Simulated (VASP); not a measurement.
# TiGePd3 (Pm-3m) in VASP: a series of runs

TiGePd3 is run at these levels: PBE; tasks: single point.

All numbers are computed with VASP 6.6.1; they aren't measurements. Logs are shortened: lines on timing, memory, paths and dates and some standing lists are left out, and cuts for length are marked.

### Step 1. The cell of the first run

It takes space group Pm-3m (No. 221, cubic). Conventional cell: a = 4.185 Å, b = 4.185 Å, c = 4.185 Å, α = 90.00°, β = 90.00°, γ = 90.00°. Within 3.9 Å of Ti (site symmetry m-3m) lie 12 Pd at 2.96 Å and 8 Ge at 3.62 Å. Ge (site symmetry m-3m) has 6 Pd at 2.09 Å within 2.8 Å. Pd (site symmetry 4/mmm) has 2 Ge at 2.09 Å within 2.8 Å.

### Step 2. Single point, PBE

Input file INCAR:

```
SYSTEM = TiGePd3
ALGO = Normal
EDIFF = 1E-7
ENCUT = 520
GGA = PE
ISIF = 2
ISMEAR = 0
LASPH = .True.
LCHARG = .True.
LELF = .True.
LREAL = .False.
LVHAR = .True.
LWAVE = .False.
NBANDS = 36
NELM = 60
PREC = Accurate
SIGMA = 0.1
```

Input file KPOINTS:

```
k-points
0
Gamma
  4 4 4
  0 0 0
```

Input file POSCAR:

```
TiGePd3
1.0
    4.1847275200      0.0000000000      0.0000000000
    0.0000000000      4.1847275200      0.0000000000
    0.0000000000      0.0000000000      4.1847275200
Ti Ge Pd
1 1 3
Direct
    0.0000000000      0.0000000000      0.0000000000
    0.5000000000      0.5000000000      0.5000000000
    0.0000000000      0.5000000000      0.5000000000
    0.5000000000      0.0000000000      0.5000000000
    0.5000000000      0.5000000000      0.0000000000
```

Potentials or basis: VASP PAW PBE potentials, release 64 (Ti_sv, Ge_d, Pd).

On the command line:

```bash
cat potpaw_PBE.64/Ti_sv/POTCAR potpaw_PBE.64/Ge_d/POTCAR potpaw_PBE.64/Pd/POTCAR > POTCAR
mpirun -np 1 vasp_std > vasp.out
```

OUTCAR:

```text
SYSTEM = TiGePd3
   EDIFF = 1E-7
   ENCUT = 520
   GGA = PE
   ISIF = 2
   ISMEAR = 0
   LASPH = .True.
   LREAL = .False.
   NELM = 60
   PREC = Accurate

 ion  position               nearest neighbor table
   1  0.000  0.000  0.000-   3 2.96   4 2.96   5 2.96   3 2.96   4 2.96   3 2.96   5 2.96   3 2.96
                             4 2.96   5 2.96   4 2.96   5 2.96
   2  0.500  0.500  0.500-   3 2.09   4 2.09   5 2.09   5 2.09   4 2.09   3 2.09
   3  0.000  0.500  0.500-   2 2.09   2 2.09   4 2.96   5 2.96   1 2.96   5 2.96   1 2.96   4 2.96
                             1 2.96   1 2.96   4 2.96   5 2.96   5 2.96   4 2.96
   4  0.500  0.000  0.500-   2 2.09   2 2.09   3 2.96   5 2.96   1 2.96   5 2.96   1 2.96   3 2.96
                             5 2.96   5 2.96   1 2.96   3 2.96   1 2.96   3 2.96
   5  0.500  0.500  0.000-   2 2.09   2 2.09   3 2.96   4 2.96   1 2.96   3 2.96   4 2.96   1 2.96
                             4 2.96   4 2.96   1 2.96   3 2.96   3 2.96   1 2.96

  LATTYP: Found a simple cubic cell.
 ALAT       =     4.1847275200

  Lattice vectors:

 A1 = (   4.1847275200,   0.0000000000,   0.0000000000)
 A2 = (   0.0000000000,   4.1847275200,   0.0000000000)
 A3 = (   0.0000000000,   0.0000000000,   4.1847275200)

Analysis of symmetry for initial positions (statically):
=====================================================================
 Subroutine PRICEL returns:
 Original cell was already a primitive cell.

 Routine SETGRP: Setting up the symmetry group for a
 simple cubic supercell.

 Subroutine GETGRP returns: Found 48 space group operations
 (whereof 48 operations were pure point group operations)
 out of a pool of 48 trial point group operations.

The static configuration has the point symmetry O_h .

Analysis of symmetry for dynamics (positions and initial velocities):
=====================================================================
 Subroutine PRICEL returns:
 Original cell was already a primitive cell.

 Routine SETGRP: Setting up the symmetry group for a
 simple cubic supercell.

 Subroutine GETGRP returns: Found 48 space group operations
 (whereof 48 operations were pure point group operations)
 out of a pool of 48 trial point group operations.

The dynamic configuration has the point symmetry O_h .

 Subroutine INISYM returns: Found 48 space group operations
 (whereof 48 operations are pure point group operations),
 and found     1 'primitive' translations

----------------------------------------------------------------------------------------

                                     Primitive cell

  volume of cell :      73.2827

  direct lattice vectors                    reciprocal lattice vectors
     4.184727520  0.000000000  0.000000000     0.238964185  0.000000000  0.000000000
     0.000000000  4.184727520  0.000000000     0.000000000  0.238964185  0.000000000
     0.000000000  0.000000000  4.184727520     0.000000000  0.000000000  0.238964185

  length of vectors
     4.184727520  4.184727520  4.184727520     0.238964185  0.238964185  0.238964185

  position of ions in fractional coordinates (direct lattice)
     0.000000000  0.000000000  0.000000000
     0.500000000  0.500000000  0.500000000
     0.000000000  0.500000000  0.500000000
     0.500000000  0.000000000  0.500000000
     0.500000000  0.500000000  0.000000000

  ion indices of the primitive-cell ions
   primitive index   ion index
                 1           1
                 2           2
                 3           3
                 4           4
                 5           5

----------------------------------------------------------------------------------------

 KPOINTS: k-points

Automatic generation of k-mesh.
 Grid dimensions read from file:
 generate k-points for:    4    4    4

 Generating k-lattice:

  Cartesian coordinates                     Fractional coordinates (reciprocal lattice)
     0.059741046  0.000000000  0.000000000     0.250000000  0.000000000  0.000000000
     0.000000000  0.059741046  0.000000000     0.000000000  0.250000000  0.000000000
     0.000000000  0.000000000  0.059741046     0.000000000  0.000000000  0.250000000

  Length of vectors
     0.059741046  0.059741046  0.059741046

  Shift w.r.t. Gamma in fractional coordinates (k-lattice)
     0.000000000  0.000000000  0.000000000

 Subroutine IBZKPT returns following result:
 ===========================================

 Found     10 irreducible k-points:

 Following reciprocal coordinates:
            Coordinates               Weight
  0.000000  0.000000  0.000000      1.000000
  0.250000  0.000000  0.000000      6.000000
  0.500000  0.000000  0.000000      3.000000
  0.250000  0.250000  0.000000     12.000000
  0.500000  0.250000  0.000000     12.000000
  0.500000  0.500000  0.000000      3.000000
  0.250000  0.250000  0.250000      8.000000
  0.500000  0.250000  0.250000     12.000000
  0.500000  0.500000  0.250000      6.000000
  0.500000  0.500000  0.500000      1.000000
   k-points           NKPTS =     10   k-points in BZ     NKDIM =     10   number of bands    NBANDS=     36
   number of dos      NEDOS =    301   number of ions     NIONS =      5
   total plane-waves  NPLWV =  32768
   dimension x,y,z NGX =    32 NGY =   32 NGZ =   32
   dimension x,y,z NGXF=    64 NGYF=   64 NGZF=   64
   ions per type =               1   1   3
   NGX,Y,Z   is equivalent  to a cutoff of  12.71, 12.71, 12.71 a.u.
   NGXF,Y,Z  is equivalent  to a cutoff of  25.43, 25.43, 25.43 a.u.
 SYSTEM =  TiGePd3
   PREC   = accura    normal or accurate (medium, high low for compatibility)
   ISTART =      0    job   : 0-new  1-cont  2-samecut
   ICHARG =      2    charge: 1-file 2-atom 10-const
   ISPIN  =      1    spin polarized calculation?
   LNONCOLLINEAR =      F non collinear calculations
   LSORBIT =      F    spin-orbit coupling
   LASPH  =      T    aspherical Exc in radial PAW
   ENCUT  =  520.0 eV  38.22 Ry    6.18 a.u.   7.78  7.78  7.78*2*pi/ulx,y,z
   NELM   =     60;   NELMIN=  2; NELMDL= -5     # of ELM steps
   EDIFF  = 0.1E-06   stopping-criterion for ELM
   LREAL  =      F    real-space projection
   EDIFFG = 0.1E-05   stopping-criterion for IOM
   NSW    =      0    number of steps for IOM
   IBRION =     -1    ionic relax: 0-MD 1-quasi-New 2-CG
   NFREE  =      0    steps in history (QN), initial steepest desc. (CG)
   ISIF   =      2    stress and relaxation
   ISYM   =      2    0-nonsym 1-usesym 2-fastsym
   POTIM  = 0.5000    time-step for ionic-motion
   TEBEG  =    0.0;   TEEND  =   0.0 temperature during run
   PSTRESS=    0.0 pullay stress
   NELECT =      56.0000    total number of electrons
   NUPDOWN=      -1.0000    fix difference up-down
   EMIN   =  10.00;   EMAX   =-10.00  energy-range for DOS
   EFERMI =   0.00;   METHOD = LEGACY
   ISMEAR =     0;   SIGMA  =   0.10  broadening in eV -4-tet -1-fermi 0-gaus
   EFERMI_NEDOS =   21; number of points for ismear=-14 and -15
   IALGO  =     38    algorithm
   IMIX   =      4    mixing-type and parameters
     AMIX     =   0.40;   BMIX     =  1.00
     AMIX_MAG =   1.60;   BMIX_MAG =  1.00
  volume/ion in A,a.u.               =      14.66        98.91
  Fermi-wavevector in a.u.,A,eV,Ry     =   1.496708  2.828367 30.478872  2.240134
  Thomas-Fermi vector in A             =   2.608689
   LORBIT       =      0    0 simple, 1 ext, 2 COOP (PROOUT), +10 PAW based schemes
   GGA     = PE    functional components
   LHFCALC =     F    Hartree Fock is set to
   AEXX    =    0.0000 exact exchange contribution
   IVDW    =     0    specifies the selected vdW correction
   LEPSILON=     F    determine dielectric tensor
   LRPA    =     F    only Hartree local field effects (RPA)
 non-spin polarized calculation
 Gauss-broadening in eV      SIGMA  =   0.10
  energy-cutoff  :      520.00
  volume of cell :       73.28
 maximum number of plane-waves:      2000
 NGX is ok and might be reduce to    32
   NGX = 15   NGY = 15   NGZ = 15

 number of electron      56.0000045 magnetization

 Free energy of the ion-electron system (eV)
  ---------------------------------------------------
  ext. energy  EPLUGINS =         0.00000000
  ---------------------------------------------------
  free energy    TOTEN  =       -23.44825160 eV

  energy without entropy =      -23.41196875  energy(sigma->0) =      -23.43011018

 E-fermi :  10.6885     XC(G=0): -12.7527

 val. band max:       10.6383374627   @ k =   0.5000   0.5000   0.2500
 cond. band min:      10.7458580008   @ k =   0.5000   0.2500   0.2500
 fundamental gap:      0.1075205381
 Fermi energy:        10.6884593443

 k-point     1 :       0.0000    0.0000    0.0000
  band No.  band energies     occupation
      1     -47.4105      2.00000
      2     -23.6195      2.00000
      3     -23.6195      2.00000
      4     -23.6195      2.00000
      5     -14.8822      2.00000
      6     -14.8822      2.00000
[... 28 lines left out ...]
     35      17.0133      0.00000
     36      17.0137      0.00000

 k-point     2 :       0.2500    0.0000    0.0000
  band No.  band energies     occupation
      1     -47.4103      2.00000
      2     -23.6237      2.00000
      3     -23.6198      2.00000
      4     -23.6198      2.00000
      5     -14.8821      2.00000
      6     -14.8249      2.00000
[... 28 lines left out ...]
     35      16.6100      0.00000
     36      16.6945      0.00000

 k-point     3 :       0.5000    0.0000    0.0000
  band No.  band energies     occupation
      1     -47.4101      2.00000
      2     -23.6279      2.00000
      3     -23.6202      2.00000
      4     -23.6202      2.00000
      5     -14.8819      2.00000
      6     -14.7676      2.00000
[... 28 lines left out ...]
     35      16.2706      0.00000
     36      16.6284      0.00000

 k-point     4 :       0.2500    0.2500    0.0000
  band No.  band energies     occupation
      1     -47.4101      2.00000
      2     -23.6240      2.00000
      3     -23.6229      2.00000
      4     -23.6201      2.00000
      5     -14.8539      2.00000
      6     -14.7947      2.00000
[... 28 lines left out ...]
     35      16.5165      0.00000
     36      17.6872      0.00000

 k-point     5 :       0.5000    0.2500    0.0000
  band No.  band energies     occupation
      1     -47.4100      2.00000
      2     -23.6271      2.00000
      3     -23.6232      2.00000
      4     -23.6204      2.00000
      5     -14.8463      2.00000
      6     -14.7437      2.00000
[... 28 lines left out ...]
     35      16.3973      0.00000
     36      17.6646      0.00000

 k-point     6 :       0.5000    0.5000    0.0000
  band No.  band energies     occupation
      1     -47.4099      2.00000
      2     -23.6263      2.00000
      3     -23.6263      2.00000
      4     -23.6207      2.00000
      5     -14.8264      2.00000
      6     -14.7038      2.00000
[... 28 lines left out ...]
     35      16.8996      0.00000
     36      18.2923      0.00000

 k-point     7 :       0.2500    0.2500    0.2500
  band No.  band energies     occupation
      1     -47.4100      2.00000
      2     -23.6243      2.00000
      3     -23.6226      2.00000
      4     -23.6226      2.00000
      5     -14.7946      2.00000
      6     -14.7946      2.00000
[... 28 lines left out ...]
     35      15.6957      0.00000
     36      15.6957      0.00000

 k-point     8 :       0.5000    0.2500    0.2500
  band No.  band energies     occupation
      1     -47.4099      2.00000
      2     -23.6262      2.00000
      3     -23.6235      2.00000
      4     -23.6224      2.00000
      5     -14.7945      2.00000
      6     -14.7351      2.00000
[... 28 lines left out ...]
     35      14.8780      0.00000
     36      16.8239      0.00000

 k-point     9 :       0.5000    0.5000    0.2500
  band No.  band energies     occupation
      1     -47.4098      2.00000
      2     -23.6254      2.00000
      3     -23.6254      2.00000
      4     -23.6227      2.00000
      5     -14.7652      2.00000
      6     -14.7037      2.00000
[... 28 lines left out ...]
     35      15.4480      0.00000
     36      15.4480      0.00000

 k-point    10 :       0.5000    0.5000    0.5000
  band No.  band energies     occupation
      1     -47.4098      2.00000
      2     -23.6246      2.00000
      3     -23.6246      2.00000
      4     -23.6246      2.00000
      5     -14.7036      2.00000
      6     -14.7036      2.00000
[... 28 lines left out ...]
     35      14.0202      0.00000
     36      14.0202      0.00000

------------------------ aborting loop because EDIFF is reached ----------------------------------------

  FORCE on cell =-STRESS in cart. coord.  units (eV):
  Direction    XX          YY          ZZ          XY          YZ          ZX
  --------------------------------------------------------------------------------------
  -------------------------------------------------------------------------------------
  Total       27.3416878     27.3416878     27.3416878      0.0000000      0.0000000     -0.0000000
  in kB      597.7703181    597.7703181    597.7703181      0.0000000      0.0000000     -0.0000000
  external PRESSURE =     597.7703181 kB  Pullay stress =       0.0000000 kB

 VOLUME and BASIS-vectors are now :
 -----------------------------------------------------------------------------
  energy-cutoff  :      520.00
  volume of cell :       73.28
      direct lattice vectors                 reciprocal lattice vectors
     4.184727520  0.000000000  0.000000000     0.238964185  0.000000000  0.000000000
     0.000000000  4.184727520  0.000000000     0.000000000  0.238964185  0.000000000
     0.000000000  0.000000000  4.184727520     0.000000000  0.000000000  0.238964185

 POSITION                                       TOTAL-FORCE (eV/Angst)
 -----------------------------------------------------------------------------------
      0.00000      0.00000      0.00000         0.000000      0.000000      0.000000
      2.09236      2.09236      2.09236         0.000000      0.000000      0.000000
      0.00000      2.09236      2.09236         0.000000      0.000000      0.000000
      2.09236      0.00000      2.09236         0.000000      0.000000      0.000000
      2.09236      2.09236      0.00000         0.000000      0.000000      0.000000
 -----------------------------------------------------------------------------------
    total drift:                                0.000000     -0.000000     -0.000000

  FREE ENERGIE OF THE ION-ELECTRON SYSTEM (eV)
  ---------------------------------------------------
  free  energy   TOTEN  =       -23.4482515965 eV

  energy  without entropy=      -23.4119687540  energy(sigma->0) =      -23.43011018
```

It took 22 s on 1 thread of AMD EPYC 9R45 (Zen 5), shared host; peak memory 0.16 GiB.

What came out:

* Free energy: -23.4483 eV
* Pressure: 59.8 GPa
* Band gap on the k mesh: zero (band 28 reaches 10.78 eV, above the bottom of band 29 at 10.42 eV)

Caveat: the k points lie up to 0.38 Å⁻¹ apart.

### Step 3. Single point, PBE

This run uses another cell than the first one, of 19.32 Å³/atom, 1.318 times its volume.

Input file INCAR:

```
ALGO = Normal ; EDIFF = 1E-6
ENCUT = 520 ; GGA = PE
ISIF = 2 ; ISMEAR = 0
LASPH = True ; LCHARG = True
LELF = True ; LREAL = False
LVHAR = True ; LWAVE = False
NBANDS = 36 ; NELM = 100
PREC = Accurate ; SIGMA = 0.1
```

Input file KPOINTS:

```
k-points
0
Gamma
  4 4 4
```

POSCAR, as its differences from that of step 2:

```diff
@@ -2,5 +2,5 @@
 1.0
-    4.1847275200      0.0000000000      0.0000000000
-    0.0000000000      4.1847275200      0.0000000000
-    0.0000000000      0.0000000000      4.1847275200
+    4.5883280679      0.0000000000      0.0000000000
+    0.0000000000      4.5883280679      0.0000000000
+    0.0000000000      0.0000000000      4.5883280679
 Ti Ge Pd
```

Potentials or basis: VASP PAW PBE potentials, release 64 (Ti_sv, Ge_d, Pd).

On the command line:

```bash
cat potpaw_PBE.64/Ti_sv/POTCAR potpaw_PBE.64/Ge_d/POTCAR potpaw_PBE.64/Pd/POTCAR > POTCAR
mpirun -np 1 vasp_std > vasp.out
```

Run time: 34 s. Hardware: 1 thread of AMD EPYC 9R45 (Zen 5), shared host; peak memory 0.18 GiB.

The run converged. Its results:

```
Free energy            : -26.8053 eV
Pressure               : 0.4 GPa
Band gap on the k mesh : zero (band 28 reaches 6.90 eV, above the bottom of band 29 at 6.68 eV)
```

Levels at points of the mesh, in eV from the Fermi level:
| k point | band 24 | band 25 | band 26 | band 27 | band 28 | band 29 | band 30 | band 31 | band 32 | band 33 |
| --- | --- | --- | --- | --- | --- | --- | --- | --- | --- | --- |
| (0.00, 0.00, 0.00) | -1.56 | -1.46 | -1.46 | -1.46 | -1.27 | 0.31 | 0.31 | 0.74 | 0.74 | 0.74 |
| (0.50, 0.00, 0.00) | -2.16 | -1.78 | -1.56 | -0.22 | -0.22 | 0.20 | 0.39 | 0.71 | 1.32 | 1.32 |
| (0.50, 0.50, 0.00) | -2.10 | -1.85 | -1.16 | -0.57 | -0.57 | 0.06 | 0.06 | 0.37 | 0.37 | 1.26 |
| (0.50, 0.50, 0.50) | -1.49 | -1.49 | -0.27 | -0.27 | -0.27 | 0.02 | 0.02 | 0.02 | 0.65 | 0.65 |
